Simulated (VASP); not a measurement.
# Si2W (P6_222) in VASP: single point with r2SCAN

Aim: the single point of Si2W with r2SCAN.

Everything below comes from runs of VASP 6.6.1. Logs are shortened: lines on timing, memory, paths and dates and some standing lists are left out, and cuts for length are marked.

## (1) The cell of the first run

Symmetry: P6_222, No. 180, hexagonal system. The conventional cell has a = 4.581 Å, b = 4.581 Å, c = 6.611 Å, α = 90.00°, β = 90.00°, γ = 120.00°. Within 3.4 Å of Si (site symmetry 2) lie 9 Si at 2.56 to 3.21 Å and 5 W at 2.58 to 2.67 Å. Within 3.4 Å of W (site symmetry 222) lie 10 Si at 2.58 to 2.67 Å and 4 W at 3.18 Å.

## (2) Single point, r2SCAN

POSCAR reads:

```
Si2W
1.0
    4.5805771102      0.0000000000      0.0000000000
   -2.2902885551      3.9668961414      0.0000000000
    0.0000000000      0.0000000000      6.6108720351
Si W
6 3
Direct
    0.8364222953      0.6728445905      0.5000000000
    0.1635777047      0.8364222953      0.8333333333
    0.6728445905      0.8364222953      0.1666666667
    0.1635777047      0.3271554095      0.5000000000
    0.8364222953      0.1635777047      0.8333333333
    0.3271554095      0.1635777047      0.1666666667
    0.0000000000      0.5000000000      0.1666666667
    0.5000000000      0.5000000000      0.8333333333
    0.5000000000      0.0000000000      0.5000000000
```

INCAR.step1 reads:

```
ALGO = Normal
EDIFF = 1E-4
ENCUT = 520
GGA = PE
ISMEAR = 0
LASPH = True
LCHARG = False
LREAL = False
LWAVE = True
NBANDS = 43
NELM = 60
PREC = Accurate
SIGMA = 0.01
```

INCAR.step2 reads:

```
ALGO = Normal
EDIFF = 1E-6
ENCUT = 520
ISIF = 2
ISMEAR = 0
ISTART = 1
LASPH = True
LCHARG = False
LMIXTAU = True
LREAL = False
LWAVE = False
METAGGA = R2SCAN
NBANDS = 43
NELM = 60
PREC = Accurate
SIGMA = 0.01
```

KPOINTS reads:

```
k-points
0
Gamma
  12 12 8
```

Potentials or basis: VASP PAW PBE potentials, release 64 (Si, W_sv).

Launch:

```bash
cat potpaw_PBE.64/Si/POTCAR potpaw_PBE.64/W_sv/POTCAR > POTCAR
cp INCAR.step1 INCAR
mpirun -np 1 vasp_std > vasp.out
cp INCAR.step2 INCAR
mpirun -np 1 vasp_std > vasp.out
```

OUTCAR:

```text
EDIFF = 1E-6
   ENCUT = 520
   ISIF = 2
   ISMEAR = 0
   ISTART = 1
   LASPH = True
   LREAL = False
   METAGGA = R2SCAN
   NELM = 60
   PREC = Accurate

 ion  position               nearest neighbor table
   1  0.836  0.673  0.500-   2 2.56   3 2.56   7 2.58   8 2.58   4 2.60   9 2.63   9 2.63   9 2.67
                             4 2.67   4 2.67   6 3.15   5 3.15
   2  0.164  0.836  0.833-   1 2.56   6 2.56   9 2.58   7 2.58   5 2.60   8 2.63   8 2.63   8 2.67
                             5 2.67   5 2.67   4 3.15   3 3.15
   3  0.673  0.836  0.167-   1 2.56   5 2.56   9 2.58   8 2.58   6 2.60   7 2.63   7 2.63   7 2.67
                             6 2.67   6 2.67   4 3.15   2 3.15
   4  0.164  0.327  0.500-   5 2.56   6 2.56   7 2.58   8 2.58   1 2.60   9 2.63   9 2.63   9 2.67
                             1 2.67   1 2.67   3 3.15   2 3.15
   5  0.836  0.164  0.833-   4 2.56   3 2.56   9 2.58   7 2.58   2 2.60   8 2.63   8 2.63   8 2.67
                             2 2.67   2 2.67   1 3.15   6 3.15
   6  0.327  0.164  0.167-   4 2.56   2 2.56   9 2.58   8 2.58   3 2.60   7 2.63   7 2.63   7 2.67
                             3 2.67   3 2.67   1 3.15   5 3.15
   7  0.000  0.500  0.167-   1 2.58   4 2.58   2 2.58   5 2.58   6 2.63   3 2.63   6 2.63   3 2.63
                             3 2.67   6 2.67   9 3.18   9 3.18   8 3.18   8 3.18
   8  0.500  0.500  0.833-   1 2.58   4 2.58   3 2.58   6 2.58   5 2.63   2 2.63   2 2.63   5 2.63
                             5 2.67   2 2.67   9 3.18   9 3.18   7 3.18   7 3.18
   9  0.500  0.000  0.500-   3 2.58   6 2.58   5 2.58   2 2.58   4 2.63   1 2.63   4 2.63   1 2.63
                             4 2.67   1 2.67   7 3.18   8 3.18   8 3.18   7 3.18

  LATTYP: Found a hexagonal cell.
 ALAT       =     4.5805771102
 C/A-ratio  =     1.4432399840

  Lattice vectors:

 A1 = (   4.5805771102,   0.0000000000,   0.0000000000)
 A2 = (  -2.2902885551,   3.9668961414,   0.0000000000)
 A3 = (   0.0000000000,   0.0000000000,   6.6108720351)

Analysis of symmetry for initial positions (statically):
=====================================================================
 Subroutine PRICEL returns:
 Original cell was already a primitive cell.

 Routine SETGRP: Setting up the symmetry group for a
 hexagonal supercell.

 Subroutine GETGRP returns: Found 12 space group operations
 (whereof  4 operations were pure point group operations)
 out of a pool of 24 trial point group operations.

The static configuration has the point symmetry D_2 .
 The point group associated with its full space group is D_6 .

Analysis of symmetry for dynamics (positions and initial velocities):
=====================================================================
 Subroutine PRICEL returns:
 Original cell was already a primitive cell.

 Routine SETGRP: Setting up the symmetry group for a
 hexagonal supercell.

 Subroutine GETGRP returns: Found 12 space group operations
 (whereof  4 operations were pure point group operations)
 out of a pool of 24 trial point group operations.

The dynamic configuration has the point symmetry D_2 .
 The point group associated with its full space group is D_6 .

 Subroutine INISYM returns: Found 12 space group operations
 (whereof  4 operations are pure point group operations),
 and found     1 'primitive' translations

----------------------------------------------------------------------------------------

                                     Primitive cell

  volume of cell :     120.1240

  direct lattice vectors                    reciprocal lattice vectors
     4.580577110  0.000000000  0.000000000     0.218313102  0.126043128  0.000000000
    -2.290288555  3.966896141  0.000000000     0.000000000  0.252086257  0.000000000
     0.000000000  0.000000000  6.610872035     0.000000000  0.000000000  0.151265974

  length of vectors
     4.580577110  4.580577110  6.610872035     0.252086257  0.252086257  0.151265974

  position of ions in fractional coordinates (direct lattice)
     0.836422295  0.672844590  0.500000000
     0.163577705  0.836422295  0.833333333
     0.672844590  0.836422295  0.166666667
     0.163577705  0.327155410  0.500000000
     0.836422295  0.163577705  0.833333333
     0.327155410  0.163577705  0.166666667
     0.000000000  0.500000000  0.166666667
     0.500000000  0.500000000  0.833333333
     0.500000000  0.000000000  0.500000000

  ion indices of the primitive-cell ions
   primitive index   ion index
                 1           1
                 2           2
                 3           3
                 4           4
                 5           5
                 6           6
                 7           7
                 8           8
                 9           9

----------------------------------------------------------------------------------------

 KPOINTS: k-points

Automatic generation of k-mesh.
 Grid dimensions read from file:
 generate k-points for:   12   12    8

 Generating k-lattice:

  Cartesian coordinates                     Fractional coordinates (reciprocal lattice)
     0.018192759  0.010503594  0.000000000     0.083333333  0.000000000  0.000000000
     0.000000000  0.021007188  0.000000000     0.000000000  0.083333333  0.000000000
     0.000000000  0.000000000  0.018908247     0.000000000  0.000000000  0.125000000

  Length of vectors
     0.021007188  0.021007188  0.018908247

  Shift w.r.t. Gamma in fractional coordinates (k-lattice)
     0.000000000  0.000000000  0.000000000

 Subroutine IBZKPT returns following result:
 ===========================================

 Found     95 irreducible k-points:

 Following reciprocal coordinates:
            Coordinates               Weight
  0.000000  0.000000  0.000000      1.000000
  0.083333 -0.000000  0.000000      6.000000
  0.166667  0.000000  0.000000      6.000000
  0.250000  0.000000  0.000000      6.000000
  0.333333  0.000000  0.000000      6.000000
  0.416667 -0.000000  0.000000      6.000000
[... 16 lines left out ...]
  0.250000  0.000000  0.125000     12.000000
  0.333333  0.000000  0.125000     12.000000
 [... further k-points ...]
   k-points           NKPTS =     95   k-points in BZ     NKDIM =     95   number of bands    NBANDS=     43
   number of dos      NEDOS =    301   number of ions     NIONS =      9
   total plane-waves  NPLWV =  64800
   dimension x,y,z NGX =    36 NGY =   36 NGZ =   50
   dimension x,y,z NGXF=    72 NGYF=   72 NGZF=  100
   ions per type =               6   3
   NGX,Y,Z   is equivalent  to a cutoff of  13.07, 13.07, 12.57 a.u.
   NGXF,Y,Z  is equivalent  to a cutoff of  26.13, 26.13, 25.15 a.u.
 SYSTEM =  unknown system
   PREC   = accura    normal or accurate (medium, high low for compatibility)
   ISTART =      1    job   : 0-new  1-cont  2-samecut
   ICHARG =      0    charge: 1-file 2-atom 10-const
   ISPIN  =      1    spin polarized calculation?
   LNONCOLLINEAR =      F non collinear calculations
   LSORBIT =      F    spin-orbit coupling
   LASPH  =      T    aspherical Exc in radial PAW
   ENCUT  =  520.0 eV  38.22 Ry    6.18 a.u.   8.52  8.52 12.29*2*pi/ulx,y,z
   NELM   =     60;   NELMIN=  2; NELMDL=  0     # of ELM steps
   EDIFF  = 0.1E-05   stopping-criterion for ELM
   LREAL  =      F    real-space projection
   EDIFFG = 0.1E-04   stopping-criterion for IOM
   NSW    =      0    number of steps for IOM
   IBRION =     -1    ionic relax: 0-MD 1-quasi-New 2-CG
   NFREE  =      0    steps in history (QN), initial steepest desc. (CG)
   ISIF   =      2    stress and relaxation
   ISYM   =      2    0-nonsym 1-usesym 2-fastsym
   POTIM  = 0.5000    time-step for ionic-motion
   TEBEG  =    0.0;   TEEND  =   0.0 temperature during run
   PSTRESS=    0.0 pullay stress
   NELECT =      66.0000    total number of electrons
   NUPDOWN=      -1.0000    fix difference up-down
   EMIN   =  10.00;   EMAX   =-10.00  energy-range for DOS
   EFERMI =   0.00;   METHOD = LEGACY
   ISMEAR =     0;   SIGMA  =   0.01  broadening in eV -4-tet -1-fermi 0-gaus
   EFERMI_NEDOS =   21; number of points for ismear=-14 and -15
   IALGO  =     38    algorithm
   IMIX   =      4    mixing-type and parameters
     AMIX     =   0.40;   BMIX     =  1.00
     AMIX_MAG =   1.60;   BMIX_MAG =  1.00
  volume/ion in A,a.u.               =      13.35        90.07
  Fermi-wavevector in a.u.,A,eV,Ry     =   1.340848  2.533835 24.461552  1.797873
  Thomas-Fermi vector in A             =   2.469128
   LORBIT       =      0    0 simple, 1 ext, 2 COOP (PROOUT), +10 PAW based schemes
   METAGGA = R2SCAN    functional components
   LHFCALC =     F    Hartree Fock is set to
   AEXX    =    0.0000 exact exchange contribution
   IVDW    =     0    specifies the selected vdW correction
   LEPSILON=     F    determine dielectric tensor
   LRPA    =     F    only Hartree local field effects (RPA)
 non-spin polarized calculation
 Gauss-broadening in eV      SIGMA  =   0.01
  energy-cutoff  :      520.00
  volume of cell :      120.12
 maximum number of plane-waves:      3300
 NGX is ok and might be reduce to    36
   NGX = 17   NGY = 17   NGZ = 25

 number of electron      66.0000002 magnetization

 Free energy of the ion-electron system (eV)
  ---------------------------------------------------
  ext. energy  EPLUGINS =         0.00000000
  ---------------------------------------------------
  free energy    TOTEN  =      -208.78928261 eV

  energy without entropy =     -208.78928261  energy(sigma->0) =     -208.78928261

 E-fermi :  12.7352     XC(G=0): -13.5587

 val. band max:       12.6469614260   @ k =   0.5000   0.0000   0.5000
 cond. band min:      12.7754288039   @ k =   0.5000   0.0000   0.0000
 fundamental gap:      0.1284673778
 Fermi energy:        12.7352187470

 k-point     1 :       0.0000    0.0000    0.0000
  band No.  band energies     occupation
      1     -63.5524      2.00000
      2     -63.5371      2.00000
      3     -63.5371      2.00000
      4     -27.3155      2.00000
      5     -27.3115      2.00000
      6     -27.3115      2.00000
[... 35 lines left out ...]
     42      15.8841      0.00000
     43      16.2649      0.00000

 k-point     2 :       0.0833   -0.0000    0.0000
  band No.  band energies     occupation
      1     -63.5522      2.00000
      2     -63.5374      2.00000
      3     -63.5371      2.00000
      4     -27.3273      2.00000
      5     -27.3139      2.00000
      6     -27.3013      2.00000
[... 35 lines left out ...]
     42      15.7700      0.00000
     43      16.3092      0.00000

 k-point     3 :       0.1667    0.0000    0.0000
  band No.  band energies     occupation
      1     -63.5515      2.00000
      2     -63.5380      2.00000
      3     -63.5371      2.00000
      4     -27.3404      2.00000
      5     -27.3197      2.00000
      6     -27.2941      2.00000
[... 35 lines left out ...]
     42      15.9619      0.00000
     43      16.7682      0.00000

 k-point     4 :       0.2500    0.0000    0.0000
  band No.  band energies     occupation
      1     -63.5504      2.00000
      2     -63.5390      2.00000
      3     -63.5371      2.00000
      4     -27.3515      2.00000
      5     -27.3265      2.00000
      6     -27.2916      2.00000
[... 863 lines left out ...]
     42      16.0011      0.00000
     43      16.6429      0.00000

 k-point    23 :       0.2500    0.0000    0.1250
  band No.  band energies     occupation
      1     -63.5501      2.00000
      2     -63.5402      2.00000
      3     -63.5362      2.00000
      4     -27.3510      2.00000
      5     -27.3300      2.00000
      6     -27.2917      2.00000
[... 35 lines left out ...]
     42      16.1484      0.00000
     43      16.7076      0.00000

 k-point    24 :       0.3333    0.0000    0.1250
  band No.  band energies     occupation
      1     -63.5489      2.00000
      2     -63.5409      2.00000
      3     -63.5367      2.00000
      4     -27.3577      2.00000
      5     -27.3366      2.00000
      6     -27.2916      2.00000
[... 35 lines left out ...]
     42      16.2649      0.00000
     43      16.4100      0.00000

 [... further k-points ...]

------------------------ aborting loop because EDIFF is reached ----------------------------------------

  FORCE on cell =-STRESS in cart. coord.  units (eV):
  Direction    XX          YY          ZZ          XY          YZ          ZX
  --------------------------------------------------------------------------------------
  -------------------------------------------------------------------------------------
  Total        0.0736237      0.0736237      0.0852673      0.0000000     -0.0000000      0.0000000
  in kB        0.9819707      0.9819707      1.1372687      0.0000000     -0.0000000      0.0000000
  external PRESSURE =       1.0337367 kB  Pullay stress =       0.0000000 kB

 VOLUME and BASIS-vectors are now :
 -----------------------------------------------------------------------------
  energy-cutoff  :      520.00
  volume of cell :      120.12
      direct lattice vectors                 reciprocal lattice vectors
     4.580577110  0.000000000  0.000000000     0.218313102  0.126043128  0.000000000
    -2.290288555  3.966896141  0.000000000     0.000000000  0.252086257  0.000000000
     0.000000000  0.000000000  6.610872035     0.000000000  0.000000000  0.151265974

 POSITION                                       TOTAL-FORCE (eV/Angst)
 -----------------------------------------------------------------------------------
      2.29029      2.66910      3.30544        -0.000000      0.007738      0.000000
     -1.16637      3.31800      5.50906        -0.006701      0.003869      0.000000
      1.16637      3.31800      1.10181         0.006701      0.003869      0.000000
     -0.00000      1.29779      3.30544        -0.000000     -0.007738      0.000000
      3.45666      0.64890      5.50906         0.006701     -0.003869     -0.000000
      1.12392      0.64890      1.10181        -0.006701     -0.003869      0.000000
     -1.14514      1.98345      1.10181        -0.000000     -0.000000      0.000000
      1.14514      1.98345      5.50906        -0.000000     -0.000000      0.000000
      2.29029      0.00000      3.30544        -0.000000     -0.000000      0.000000
 -----------------------------------------------------------------------------------
    total drift:                               -0.000000     -0.000000     -0.000001

  FREE ENERGIE OF THE ION-ELECTRON SYSTEM (eV)
  ---------------------------------------------------
  free  energy   TOTEN  =      -208.7892826104 eV

  energy  without entropy=     -208.7892826104  energy(sigma->0) =     -208.78928261
```

Run time: 35 min. Hardware: 1 thread of Oxide Virtual Turin-like, shared host; peak memory 0.48 GiB.

What came out:

```
Free energy            : -208.7893 eV
Pressure               : 0.1 GPa
Largest force          : 0.008 eV/Å
Band gap on the k mesh : 0.13 eV (least direct gap 0.82 eV)
```

Forces on the atoms (eV/Å):
```
Si   0.000  0.008  0.000
Si  -0.007  0.004  0.000
Si   0.007  0.004  0.000
Si   0.000 -0.008  0.000
Si   0.007 -0.004  0.000
Si  -0.007 -0.004  0.000
W    0.000  0.000  0.000
W    0.000  0.000  0.000
W    0.000  0.000  0.000
```

Caveat: the PAW data sets were made with another functional, which shifts forces and pressure a little; spin-orbit coupling is left out, which moves the levels of the heavy elements. A k mesh can miss the band edges.
